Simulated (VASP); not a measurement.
# NiO (Fm-3m) in VASP: further runs

NiO is run at these levels: PBE; tasks: electric field gradients.

Program: VASP 6.6.1. These are calculated values, not measurements. Logs are shortened: lines on timing, memory, paths and dates and some standing lists are left out, and cuts for length are marked.

### 1 The cell of the first run

The structure is cubic, space group Fm-3m (No. 225). The conventional cell has a = 4.098 Å, b = 4.098 Å, c = 4.098 Å, α = 90.00°, β = 90.00°, γ = 90.00°. Within 2.7 Å of Ni (site symmetry m-3m) lie 6 O at 2.05 Å. Within 2.7 Å of O (site symmetry m-3m) lie 6 Ni at 2.05 Å.

### 2 Electric field gradients, PBE, collinear spin, ferromagnetic start (volume scaled by 0.9405)

Input file INCAR:

```
ALGO = Normal ; EDIFF = 1E-8
ENCUT = 520 ; GGA = PE
ISIF = 2 ; ISMEAR = -1
ISPIN = 2 ; LASPH = True
LCHARG = False ; LEFG = True
LMAXMIX = 4 ; LORBIT = 11
LREAL = False ; LWAVE = False
MAGMOM = 1.5 0 ; NBANDS = 19
NELM = 150 ; PREC = Accurate
SIGMA = 0.03
```

Input file KPOINTS:

```
k-points
0
Gamma
  15 15 15
```

Input file POSCAR:

```
NiO
1.0
    0.0000000000      2.0489813908      2.0489813908
    2.0489813908      0.0000000000      2.0489813908
    2.0489813908      2.0489813908      0.0000000000
Ni O
1 1
Direct
    0.0000000000      0.0000000000      0.0000000000
    0.5000000000      0.5000000000      0.5000000000
```

Potentials or basis: VASP PAW PBE potentials, release 64 (Ni, O).

On the command line:

```sh
$ cat potpaw_PBE.64/Ni/POTCAR potpaw_PBE.64/O/POTCAR > POTCAR
$ mpirun -np 1 vasp_std > vasp.out
```

OUTCAR:

```text
EDIFF = 1E-8
   ENCUT = 520
   GGA = PE
   ISIF = 2
   ISMEAR = -1
   ISPIN = 2
   LASPH = True
   LORBIT = 11
   LREAL = False
   NELM = 150
   PREC = Accurate

 ion  position               nearest neighbor table
   1  0.000  0.000  0.000-   2 2.05   2 2.05   2 2.05   2 2.05   2 2.05   2 2.05
   2  0.500  0.500  0.500-   1 2.05   1 2.05   1 2.05   1 2.05   1 2.05   1 2.05

  LATTYP: Found a face centered cubic cell.
 ALAT       =     4.0979627816

  Lattice vectors:

 A1 = (   0.0000000000,   2.0489813908,   2.0489813908)
 A2 = (   2.0489813908,   0.0000000000,   2.0489813908)
 A3 = (   2.0489813908,   2.0489813908,   0.0000000000)

Analysis of symmetry for initial positions (statically):
=====================================================================
 Subroutine PRICEL returns:
 Original cell was already a primitive cell.

 Routine SETGRP: Setting up the symmetry group for a
 face centered cubic supercell.

 Subroutine GETGRP returns: Found 48 space group operations
 (whereof 48 operations were pure point group operations)
 out of a pool of 48 trial point group operations.

The static configuration has the point symmetry O_h .

Analysis of symmetry for dynamics (positions and initial velocities):
=====================================================================
 Subroutine PRICEL returns:
 Original cell was already a primitive cell.

 Routine SETGRP: Setting up the symmetry group for a
 face centered cubic supercell.

 Subroutine GETGRP returns: Found 48 space group operations
 (whereof 48 operations were pure point group operations)
 out of a pool of 48 trial point group operations.

The dynamic configuration has the point symmetry O_h .

Analysis of structural, dynamic, and magnetic symmetry:
=====================================================================
 Subroutine PRICEL returns:
 Original cell was already a primitive cell.

 Routine SETGRP: Setting up the symmetry group for a
 face centered cubic supercell.

 Subroutine GETGRP returns: Found 48 space group operations
 (whereof 48 operations were pure point group operations)
 out of a pool of 48 trial point group operations.

The overall configuration has the point symmetry O_h .

 Subroutine INISYM returns: Found 48 space group operations
 (whereof 48 operations are pure point group operations),
 and found     1 'primitive' translations

----------------------------------------------------------------------------------------

                                     Primitive cell

  volume of cell :      17.2046

  direct lattice vectors                    reciprocal lattice vectors
     0.000000000  2.048981391  2.048981391    -0.244023690  0.244023690  0.244023690
     2.048981391  0.000000000  2.048981391     0.244023690 -0.244023690  0.244023690
     2.048981391  2.048981391  0.000000000     0.244023690  0.244023690 -0.244023690

  length of vectors
     2.897697272  2.897697272  2.897697272     0.422661430  0.422661430  0.422661430

  position of ions in fractional coordinates (direct lattice)
     0.000000000  0.000000000  0.000000000
     0.500000000  0.500000000  0.500000000

  ion indices of the primitive-cell ions
   primitive index   ion index
                 1           1
                 2           2

----------------------------------------------------------------------------------------

 KPOINTS: k-points

Automatic generation of k-mesh.
 Grid dimensions read from file:
 generate k-points for:   15   15   15

 Generating k-lattice:

  Cartesian coordinates                     Fractional coordinates (reciprocal lattice)
    -0.016268246  0.016268246  0.016268246     0.066666667  0.000000000  0.000000000
     0.016268246 -0.016268246  0.016268246     0.000000000  0.066666667  0.000000000
     0.016268246  0.016268246 -0.016268246     0.000000000  0.000000000  0.066666667
[... 53 lines left out ...]
   LSORBIT =      F    spin-orbit coupling
   LASPH  =      T    aspherical Exc in radial PAW
   ENCUT  =  520.0 eV  38.22 Ry    6.18 a.u.   5.39  5.39  5.39*2*pi/ulx,y,z
   NELM   =    150;   NELMIN=  2; NELMDL= -5     # of ELM steps
   EDIFF  = 0.1E-07   stopping-criterion for ELM
   LREAL  =      F    real-space projection
   EDIFFG = 0.1E-06   stopping-criterion for IOM
   NSW    =      0    number of steps for IOM
   IBRION =     -1    ionic relax: 0-MD 1-quasi-New 2-CG
   NFREE  =      0    steps in history (QN), initial steepest desc. (CG)
   ISIF   =      2    stress and relaxation
   ISYM   =      2    0-nonsym 1-usesym 2-fastsym
   POTIM  = 0.5000    time-step for ionic-motion
   TEBEG  =    0.0;   TEEND  =   0.0 temperature during run
   PSTRESS=    0.0 pullay stress
   NELECT =      16.0000    total number of electrons
   NUPDOWN=      -1.0000    fix difference up-down
   EMIN   =  10.00;   EMAX   =-10.00  energy-range for DOS
   EFERMI =   0.00;   METHOD = LEGACY
   ISMEAR =    -1;   SIGMA  =   0.03  broadening in eV -4-tet -1-fermi 0-gaus
   EFERMI_NEDOS =   21; number of points for ismear=-14 and -15
   IALGO  =     38    algorithm
   IMIX   =      4    mixing-type and parameters
     AMIX     =   0.40;   BMIX     =  1.00
     AMIX_MAG =   1.60;   BMIX_MAG =  1.00
  volume/ion in A,a.u.               =       8.60        58.05
  Fermi-wavevector in a.u.,A,eV,Ry     =   1.597963  3.019713 34.742298  2.553487
  Thomas-Fermi vector in A             =   2.695487
   LORBIT       =     11    0 simple, 1 ext, 2 COOP (PROOUT), +10 PAW based schemes
   GGA     = PE    functional components
   LHFCALC =     F    Hartree Fock is set to
   AEXX    =    0.0000 exact exchange contribution
   IVDW    =     0    specifies the selected vdW correction
   LEPSILON=     F    determine dielectric tensor
   LRPA    =     F    only Hartree local field effects (RPA)
 spin polarized calculation
  energy-cutoff  :      520.00
  volume of cell :       17.20
 maximum number of plane-waves:       483
 NGX is ok and might be reduce to    24
   NGX = 11   NGY = 11   NGZ = 11

 number of electron      15.9999991 magnetization       1.5178118

 Free energy of the ion-electron system (eV)
  ---------------------------------------------------
  ext. energy  EPLUGINS =         0.00000000
  ---------------------------------------------------
  free energy    TOTEN  =       -11.40690257 eV

  energy without entropy =      -11.40261644  energy(sigma->0) =      -11.40475951

 E-fermi :   8.8170     XC(G=0): -13.0188

 val. band max:        8.8166875833   @ k =   0.2667   0.1333   0.0000
 cond. band min:       8.8176825864   @ k =   0.4667   0.3333   0.0667
 fundamental gap:      0.0009950030
 Fermi energy:         8.8169686066

 spin component 1

 k-point     1 :       0.0000    0.0000    0.0000
  band No.  band energies     occupation
      1     -12.1982      1.00000
      2       5.4848      1.00000
      3       5.4848      1.00000
      4       5.4848      1.00000
      5       5.7322      1.00000
      6       5.7323      1.00000
[... 517 lines left out ...]
     18      37.4938      0.00000
     19      40.3887      0.00000

 [... further k-points ...]

 spin component 2

 k-point     1 :       0.0000    0.0000    0.0000
  band No.  band energies     occupation
      1     -11.8411      1.00000
      2       5.9027      1.00000
      3       5.9027      1.00000
      4       5.9027      1.00000
      5       6.7840      1.00000
      6       6.7842      1.00000
[... 517 lines left out ...]
     18      37.9556      0.00000
     19      40.9493      0.00000

 [... further k-points ...]
[... 5 lines left out ...]
  --------------------------------------------------------------------------------------
  -------------------------------------------------------------------------------------
  Total        1.7736397      1.7736397      1.7736397      0.0000000      0.0000000      0.0000000
  in kB      165.1702931    165.1702931    165.1702931      0.0000000      0.0000000      0.0000000
  external PRESSURE =     165.1702931 kB  Pullay stress =       0.0000000 kB

 VOLUME and BASIS-vectors are now :
 -----------------------------------------------------------------------------
  energy-cutoff  :      520.00
  volume of cell :       17.20
      direct lattice vectors                 reciprocal lattice vectors
     0.000000000  2.048981391  2.048981391    -0.244023690  0.244023690  0.244023690
     2.048981391  0.000000000  2.048981391     0.244023690 -0.244023690  0.244023690
     2.048981391  2.048981391  0.000000000     0.244023690  0.244023690 -0.244023690

 POSITION                                       TOTAL-FORCE (eV/Angst)
 -----------------------------------------------------------------------------------
      0.00000      0.00000      0.00000        -0.000000      0.000000     -0.000000
      2.04898      2.04898      2.04898         0.000000     -0.000000      0.000000
 -----------------------------------------------------------------------------------
    total drift:                                0.000000     -0.000000     -0.000000

  FREE ENERGIE OF THE ION-ELECTRON SYSTEM (eV)
  ---------------------------------------------------
  free  energy   TOTEN  =       -11.4069025695 eV

  energy  without entropy=      -11.4026164438  energy(sigma->0) =      -11.40475951

 Electric field gradients (V/A^2)
---------------------------------------------------------------------
 ion       V_xx      V_yy      V_zz      V_xy      V_xz      V_yz
---------------------------------------------------------------------
   1       0.000    -0.000    -0.000     0.000     0.000     0.000
   2       0.000    -0.000    -0.000    -0.000    -0.000    -0.000
---------------------------------------------------------------------

 Electric field gradients after diagonalization (V/A^2)
 (convention: |V_zz| > |V_xx| > |V_yy|)
----------------------------------------------------------------------
 ion       V_xx      V_yy      V_zz     asymmetry (V_yy - V_xx)/ V_zz
----------------------------------------------------------------------
   1      -0.000    -0.000     0.000       0.000
   2       0.000     0.000    -0.001       0.000
----------------------------------------------------------------------

           NMR quadrupolar parameters

 Cq : quadrupolar parameter    Cq=e*Q*V_zz/h
 eta: asymmetry parameters     (V_yy - V_xx)/ V_zz
 Q  : nuclear electric quadrupole moment in mb (millibarn)
----------------------------------------------------------------------
 ion       Cq(MHz)       eta       Q (mb)
----------------------------------------------------------------------
   1       0.000       0.000       1.000
   2      -0.000       0.000       1.000
----------------------------------------------------------------------

 total charge

# of ion       s       p       d       tot
------------------------------------------
    1        0.350   0.449   8.309   9.109
    2        1.559   3.444   0.000   5.003
--------------------------------------------------
tot          1.909   3.893   8.309  14.111

 magnetization (x)

# of ion       s       p       d       tot
------------------------------------------
    1        0.012   0.016   1.237   1.265
    2        0.028   0.189   0.000   0.217
--------------------------------------------------
tot          0.040   0.205   1.237   1.482
```

It took 1.9 min on 1 thread of Intel Xeon Platinum 8259CL at 2.50GHz (Skylake/Cascade Lake), shared host; peak memory 0.19 GiB.

Results:

```
Free energy                                           : -11.4069 eV
Pressure                                              : 16.5 GPa
Net moment                                            : 1.52 μB per cell
Site moments                                          : Ni +1.26; O +0.22 μB
Valence electrons inside the program's atomic spheres : Ni 9.11; O 5.00
```

Caveat: without QUAD_EFG the Cq values of the log hold for a quadrupole moment of 1 mb, not for the nuclei; a cell with one magnetic atom can't hold antiferromagnetic order, which such compounds often take; semilocal functionals often make such compounds metallic where correlation or magnetic order opens a gap, which also shifts bond lengths.

(Continued in part 2 of 4.)
